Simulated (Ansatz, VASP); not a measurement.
## Sb: VASP beside Ansatz

Contents of INCAR:

```
SYSTEM = Sb
ALGO     = Normal         ! electronic algorithm
EDIFF    = 1E-6           ! SCF threshold, eV
ENCUT    = 520            ! plane-wave cutoff, eV
GGA      = PE             ! functional
ISIF     = 2              ! what is computed and relaxed
ISMEAR   = -1             ! smearing method
LASPH    = .True.         ! aspherical terms in the spheres
LCHARG   = .True.         ! write CHGCAR
LELF     = .True.         ! ELF
LREAL    = .False.        ! projectors in reciprocal space
LVHAR    = .True.       
LWAVE    = .False.        ! write WAVECAR
NBANDS   = 8              ! bands
NELM     = 100            ! most SCF steps
PREC     = Accurate       ! precision mode
SIGMA    = 0.05           ! smearing width, eV
```

KPOINTS

```
k-points
0
Gamma
  13 13 13
  0 0 0
```

Contents of POSCAR:

```
Sb
1.0
    3.1365633354      0.0000000000      0.0000000000
    0.0000000000      3.1365633354      0.0000000000
    0.0000000000      0.0000000000      3.2074000000
Sb
1
Direct
    0.0000000000      0.0000000000      0.0000000000
```

Input for Ansatz:

```yaml
crystal:
  lattice:
    - [3.1365633354, 0.0, 0.0]
    - [0.0, 3.1365633354, 0.0]
    - [0.0, 0.0, 3.2074]
  atoms:
    - { symbol: Sb, position: [0.0, 0.0, 0.0] }
kpoints:
  mp_grid: { grid: [13, 13, 13] }
scf:
  occupations: { method: fermi_dirac, width: 0.05 }
hamiltonian:
  xc: pbe
  pseudopotentials: { kind: all_electron, lapw: { basis_error: 0.001 } }
output:
  forces: true
  stress: true
  eigenvalues: true
```

Change from the starting cell: z stretched by +1.5 % at fixed volume.

Alike in both runs: task single point; functional PBE; k mesh 13 × 13 × 13; occupations fermi-dirac, width 0.05 eV; no spin polarisation.

```csv
,VASP,Ansatz
version,VASP 6.6.1,Ansatz 0.2.0
potentials or method,"VASP PAW PBE potentials, release 64 (Sb), cutoff 520 eV","all-electron LAPW, scalar-relativistic"
```

Ansatz gave:

| Item | Value |
| --- | --- |
| pressure (GPa) | -2.4 |
| traceless stress, the component that is largest in VASP (GPa) | -2.05 |

Q: Which values does VASP return?

A: Pressure (GPa): -2.5; traceless stress, the component that is largest in VASP (GPa): -2.05.

Ansatz ran all-electron here, and VASP with PAW potentials.

Neither program's run includes spin-orbit coupling.
